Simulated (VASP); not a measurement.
# Mg8HO8 (a cell with a defect) in VASP: further runs

The runs below take Mg8HO8 (a cell with a defect) through single point, with PBE+D3(BJ).

Everything below comes from runs of VASP 6.6.1. Logs are shortened: lines on timing, memory, paths and dates and some standing lists are left out, and cuts for length are marked.

## (1) The cell of the first run

The cell holds a defect, 17 atoms: a = 6.034 Å, b = 6.034 Å, c = 6.034 Å, α = 60.00°, β = 60.00°, γ = 60.00°.

## (2) Single point, PBE+D3(BJ)

The input, INCAR:

```
ALGO = Normal
EDIFF = 1E-6
ENCUT = 520
GGA = PE
ISIF = 2
ISMEAR = 0
IVDW = 12
LASPH = T
LCHARG = T
LELF = T
LREAL = Auto
LVHAR = T
LWAVE = F
NBANDS = 46
NELECT = 64.0
NELM = 100
PREC = Accurate
SIGMA = 0.02
```

The input, KPOINTS:

```
k-points
0
Gamma
  3 3 3
```

The input, POSCAR:

```
Mg8HO8
1.0
    0.0000000000      4.2665000000      4.2665000000
    4.2665000000      0.0000000000      4.2665000000
    4.2665000000      4.2665000000      0.0000000000
Mg O H
8 8 1
Direct
    0.0091900856     -0.0093279034     -0.0003005977
   -0.0054842377     -0.0439312083      0.5189125747
    0.0022020391      0.4913617719      0.0055068557
   -0.0053100902      0.5205382632      0.5190513301
    0.5085963905     -0.0195517403      0.0053665768
    0.5091715692     -0.0152594633      0.5115559592
    0.5085754131      0.4959648424      0.0055624048
    0.5138682761      0.4858380405      0.5049103481
    0.2545789289      0.2382906364      0.2595467010
    0.2593757178      0.2408078050      0.7561691082
    0.2559736318      0.7382368452      0.2580183992
    0.2593906012      0.7340309387      0.7561434431
    0.7577983124      0.2355102543      0.2547222548
    0.7809483183      0.2381535216      0.7329984765
    0.7577786242      0.7424023204      0.2547035040
    0.7487345599      0.7380597680      0.7654327903
    0.0919196062      0.2360616430      0.4260963319
```

Potentials or basis: VASP PAW PBE potentials, release 64 (Mg, O, H).

On the command line:

```sh
cat potpaw_PBE.64/Mg/POTCAR potpaw_PBE.64/O/POTCAR potpaw_PBE.64/H/POTCAR > POTCAR
mpirun -np 1 vasp_std > vasp.out
```

OUTCAR:

```text
EDIFF = 1E-6
   ENCUT = 520
   GGA = PE
   ISIF = 2
   ISMEAR = 0
   IVDW = 12
   LASPH = T
   LREAL = Auto
   NELECT = 64.0
   NELM = 100
   PREC = Accurate
 IVDW          = 12

 ion  position               nearest neighbor table
   1  0.009  0.991  1.000-  14 2.11  15 2.13  13 2.13  12 2.13  10 2.13  11 2.16   6 2.98   2 2.99
                             4 2.99   7 3.00   5 3.00   3 3.02   3 3.02   5 3.03   7 3.04   6 3.05
   2  0.995  0.956  0.519-  17 1.80  16 1.98  11 2.05  14 2.14  13 2.15  12 2.15   9 2.32   4 2.63
                             6 2.87   3 2.87   5 2.94   1 2.99   8 2.99   8 3.06   1 3.06   5 3.10
   3  0.002  0.491  0.006-  16 2.11  12 2.13  10 2.13  15 2.13  13 2.13   9 2.16   4 2.87   2 2.87
                             7 2.96   5 2.96   8 2.98   1 3.02   1 3.02   8 3.05   5 3.07   7 3.07
   4  0.995  0.521  0.519-  17 1.80  16 1.98  11 2.05  14 2.14  15 2.15  10 2.15   9 2.31   2 2.63
                             6 2.87   3 2.87   7 2.94   8 2.99   1 2.99   8 3.06   1 3.06   7 3.10
   5  0.509  0.980  0.005-  16 2.06  11 2.11  10 2.13  15 2.13   9 2.18  14 2.26   7 2.92   2 2.94
                             3 2.96   6 2.96   8 3.00   1 3.00   1 3.03   8 3.03   6 3.07   3 3.07
   6  0.509  0.985  0.512-  16 2.11  15 2.13  13 2.13  12 2.14  10 2.14   9 2.16   2 2.87   4 2.87
                             5 2.96   7 2.97   1 2.98   8 3.02   8 3.02   1 3.05   7 3.07   5 3.07
   7  0.509  0.496  0.006-  16 2.06  11 2.11  13 2.13  12 2.13   9 2.18  14 2.26   5 2.92   4 2.94
                             3 2.96   6 2.97   8 3.00   1 3.00   1 3.04   8 3.04   6 3.07   3 3.07
   8  0.514  0.486  0.505-  14 2.12  12 2.13  10 2.13  15 2.14  13 2.14  11 2.15   3 2.98   4 2.99
                             2 2.99   7 3.00   5 3.00   6 3.02   6 3.02   5 3.03   7 3.04   3 3.05
   9  0.255  0.238  0.260-  17 0.99   3 2.16   6 2.16   7 2.18   5 2.18   4 2.31   2 2.32
  10  0.259  0.241  0.756-   5 2.13   8 2.13   3 2.13   1 2.13   6 2.14   4 2.15
  11  0.256  0.738  0.258-   2 2.05   4 2.05   7 2.11   5 2.11   8 2.15   1 2.16
  12  0.259  0.734  0.756-   7 2.13   8 2.13   3 2.13   1 2.13   6 2.14   2 2.15
  13  0.758  0.236  0.255-   7 2.13   6 2.13   1 2.13   3 2.13   8 2.14   2 2.15
  14  0.781  0.238  0.733-   1 2.11   8 2.12   4 2.14   2 2.14   5 2.26   7 2.26
  15  0.758  0.742  0.255-   5 2.13   6 2.13   1 2.13   3 2.13   8 2.14   4 2.15
  16  0.749  0.738  0.765-   2 1.98   4 1.98   7 2.06   5 2.06   6 2.11   3 2.11
  17  0.092  0.236  0.426-   9 0.99   2 1.80   4 1.80

  LATTYP: Found a face centered cubic cell.
 ALAT       =     8.5330000000

  Lattice vectors:

 A1 = (   0.0000000000,   4.2665000000,   4.2665000000)
 A2 = (   4.2665000000,   0.0000000000,   4.2665000000)
 A3 = (   4.2665000000,   4.2665000000,   0.0000000000)

Analysis of symmetry for initial positions (statically):
=====================================================================
 Subroutine PRICEL returns:
 Original cell was already a primitive cell.

 Routine SETGRP: Setting up the symmetry group for a
 face centered cubic supercell.

 Subroutine GETGRP returns: Found  1 space group operations
 (whereof  1 operations were pure point group operations)
 out of a pool of 48 trial point group operations.
[... 153 lines left out ...]
     AMIX     =   0.40;   BMIX     =  1.00
     AMIX_MAG =   1.60;   BMIX_MAG =  1.00
  volume/ion in A,a.u.               =       9.14        61.66
  Fermi-wavevector in a.u.,A,eV,Ry     =   1.218203  2.302070 20.191305  1.484019
  Thomas-Fermi vector in A             =   2.353498
   LORBIT       =      0    0 simple, 1 ext, 2 COOP (PROOUT), +10 PAW based schemes
   GGA     = PE    functional components
   LHFCALC =     F    Hartree Fock is set to
   AEXX    =    0.0000 exact exchange contribution
   IVDW    =    12    specifies the selected vdW correction
   LEPSILON=     F    determine dielectric tensor
   LRPA    =     F    only Hartree local field effects (RPA)
 non-spin polarized calculation
 Gauss-broadening in eV      SIGMA  =   0.02
  energy-cutoff  :      520.00
  volume of cell :      155.33
 maximum number of plane-waves:      4279
 NGX is ok and might be reduce to    48
   NGX = 23   NGY = 23   NGZ = 23

 number of electron      63.9999999 magnetization

 Free energy of the ion-electron system (eV)
  ---------------------------------------------------
  ext. energy  EPLUGINS =         0.00000000
  ---------------------------------------------------
  free energy    TOTEN  =      -102.05246446 eV

  energy without entropy =     -102.05246446  energy(sigma->0) =     -102.05246446

 E-fermi :   3.1959     XC(G=0): -10.8694

 val. band max:        3.0325935467   @ k =   0.0000   0.0000   0.0000
 cond. band min:       7.0367716442   @ k =   0.0000   0.0000   0.0000
 fundamental gap:      4.0041780975
 Fermi energy:         3.1958765216

 k-point     1 :       0.0000    0.0000    0.0000
  band No.  band energies     occupation
      1     -16.5873      2.00000
      2     -13.8866      2.00000
      3     -13.0571      2.00000
      4     -12.8586      2.00000
      5     -12.5899      2.00000
      6     -12.5841      2.00000
[... 647 lines left out ...]
     43      14.0552      0.00000
     44      14.3439      0.00000
 [bands above 44 left out]

------------------------ aborting loop because EDIFF is reached ----------------------------------------

 Edisp (eV)   -4.67844

 E8    (eV) :    -1.8129

  FORCE on cell =-STRESS in cart. coord.  units (eV):
  Direction    XX          YY          ZZ          XY          YZ          ZX
  --------------------------------------------------------------------------------------
  -------------------------------------------------------------------------------------
  Total      -8.87223   -12.42542    -8.86851    -0.04082     0.05163     4.61411
  in kB     -91.51627  -128.16703   -91.47782    -0.42108     0.53258    47.59417
  external pressure =     -103.72 kB  Pullay stress =        0.00 kB

 VOLUME and BASIS-vectors are now :
 -----------------------------------------------------------------------------
  energy-cutoff  :      520.00
  volume of cell :      155.33
      direct lattice vectors                 reciprocal lattice vectors
     0.000000000  4.266500000  4.266500000    -0.117192078  0.117192078  0.117192078
     4.266500000  0.000000000  4.266500000     0.117192078 -0.117192078  0.117192078
     4.266500000  4.266500000  0.000000000     0.117192078  0.117192078 -0.117192078

 POSITION                                       TOTAL-FORCE (eV/Angst)
 -----------------------------------------------------------------------------------
      8.49192      4.30443      4.26591         0.007520      0.006703     -0.005210
      6.29301      6.45704      8.32217         0.030012     -0.005289     -0.051117
      2.11989      0.03289      2.10579         0.002022     -0.036605     -0.004125
      4.43541      6.45838      6.46472         0.052278     -0.010610     -0.029133
      4.20598      2.19282      6.35301        -0.005901      0.002781     -0.001905
      6.38395      4.35493      6.37378         0.006238      0.042199     -0.006325
[... 9 lines left out ...]
      6.41465      6.46019      6.34341         0.018927     -0.004049     -0.020272
      2.82510      2.21011      1.39933        -0.058545      0.007548      0.061921
 -----------------------------------------------------------------------------------
    total drift:                                0.007614      0.005956      0.003881

  FREE ENERGIE OF THE ION-ELECTRON SYSTEM (eV)
  ---------------------------------------------------
  free  energy   TOTEN  =      -106.7309006737 eV

  energy  without entropy=     -106.7309006737  energy(sigma->0) =     -106.73090067
```

Run time: 2.1 min. Hardware: 1 thread of Intel Xeon 6975P-C (Granite Rapids), shared host; peak memory 0.35 GiB.

What came out:

```
Free energy                : -106.7309 eV
Largest force              : 0.150 eV/Å
Dispersion energy per atom : -0.275 eV
```

Forces in eV/Å, atoms in the order of the input:
```
Mg   0.008  0.007 -0.005
Mg   0.030 -0.005 -0.051
Mg   0.002 -0.037 -0.004
Mg   0.052 -0.011 -0.029
Mg  -0.006  0.003 -0.002
Mg   0.006  0.042 -0.006
Mg  -0.002 -0.001  0.009
Mg   0.001  0.001 -0.003
O   -0.109 -0.001  0.104
O    0.003 -0.010 -0.011
O    0.006 -0.002 -0.005
O    0.009 -0.011 -0.002
O    0.005  0.007 -0.001
O    0.030  0.009 -0.027
O    0.003  0.007 -0.008
O    0.019 -0.004 -0.020
H   -0.059  0.008  0.062
```

Levels at points of the mesh, in eV from the Fermi level:
```tsv
k point	band 30	band 31	band 32	band 33	band 34	band 35
(0.00, 0.00, 0.00)	-0.22	-0.19	-0.16	3.84	6.39	7.45
```

Caveat: the k points lie up to 0.43 Å⁻¹ apart; the cell carries a net charge on a neutralising background, which shifts energy and pressure; the cell is charged against a uniform background, so pressure and absolute levels hang on convention.

## (3) Single point, PBE+D3(BJ)

The input, INCAR:

```
  PREC = Accurate
  ENCUT = 520
  EDIFF = 1E-6
  ISMEAR = 0
  SIGMA = 0.02
  LREAL = Auto
  LASPH = True
  NELM = 100
  ALGO = Normal
  ISIF = 2
  LWAVE = False
  LCHARG = True
  GGA = PE
  IVDW = 12
  LELF = True
  LVHAR = True
  NELECT = 64.0
  NBANDS = 46
```

The input, KPOINTS:

```
regular mesh
0
Gamma
  3 3 3
```

The input, POSCAR:

```
Mg8HO8
1.0
    0.0000000000      4.2665000000      4.2665000000
    4.2665000000      0.0000000000      4.2665000000
    4.2665000000      4.2665000000      0.0000000000
Mg O H
8 8 1
Direct
   -0.0064145084      0.0130555490     -0.0009683581
   -0.0328394469      0.0234230634      0.4793489980
   -0.0105642799      0.5076851049     -0.0029878120
   -0.0002260635      0.5021653580      0.4978332357
    0.4959534747      0.0068942927      0.0015088480
    0.5286200633      0.0230738310      0.4809015587
    0.5058260870      0.5076137349     -0.0029002695
    0.5013243877      0.5063901324      0.4911741474
    0.2474276339      0.2369783195      0.2677536623
    0.2507296379      0.2559062463      0.7472736435
    0.2447332708      0.7575819759      0.2482795031
    0.2485324036      0.7487806164      0.7557983124
    0.7473283722      0.2685237314      0.2359862885
    0.7460672683      0.2560996133      0.7469637876
    0.7493807571      0.7573059885      0.2483963436
    0.7478490566      0.7609347240      0.7433308332
    0.2435791632     -0.0852257119      0.5967032697
```

Potentials or basis: VASP PAW PBE potentials, release 64 (Mg, O, H).

On the command line:

```sh
cat potpaw_PBE.64/Mg/POTCAR potpaw_PBE.64/O/POTCAR potpaw_PBE.64/H/POTCAR > POTCAR
mpirun -np 1 vasp_std > vasp.out
```

Run time: 2.2 min. Hardware: 1 thread of Intel Xeon 6975P-C (Granite Rapids), shared host; peak memory 0.35 GiB.

Results (log left out):

```yaml
Free_energy: -106.7429 eV
Largest_force: 0.139 eV/Å
Dispersion_energy_per_atom: -0.275 eV
```

Forces on the atoms (eV/Å):
```
Mg   0.037  0.009  0.008
Mg   0.013  0.017  0.008
Mg  -0.008  0.017 -0.003
Mg   0.000  0.007  0.011
Mg   0.012 -0.008 -0.009
Mg  -0.004 -0.017  0.013
Mg   0.005  0.007 -0.018
Mg  -0.029 -0.002 -0.016
O   -0.008 -0.017  0.015
O    0.002 -0.013 -0.003
O   -0.006  0.004 -0.007
O   -0.017  0.071 -0.119
O   -0.004 -0.007  0.011
O   -0.012  0.013 -0.002
O   -0.007 -0.006  0.007
O   -0.001  0.007  0.013
H    0.028 -0.082  0.091
```

Levels at points of the mesh, in eV from the Fermi level:
```
           k point  band 30  band 31  band 32  band 33  band 34  band 35
(0.00, 0.00, 0.00)    -0.18    -0.14    -0.12     3.85     6.36     7.48
```

Caveat: the k points lie up to 0.43 Å⁻¹ apart; the cell carries a net charge on a neutralising background, which shifts energy and pressure; the cell is charged against a uniform background, so pressure and absolute levels hang on convention.
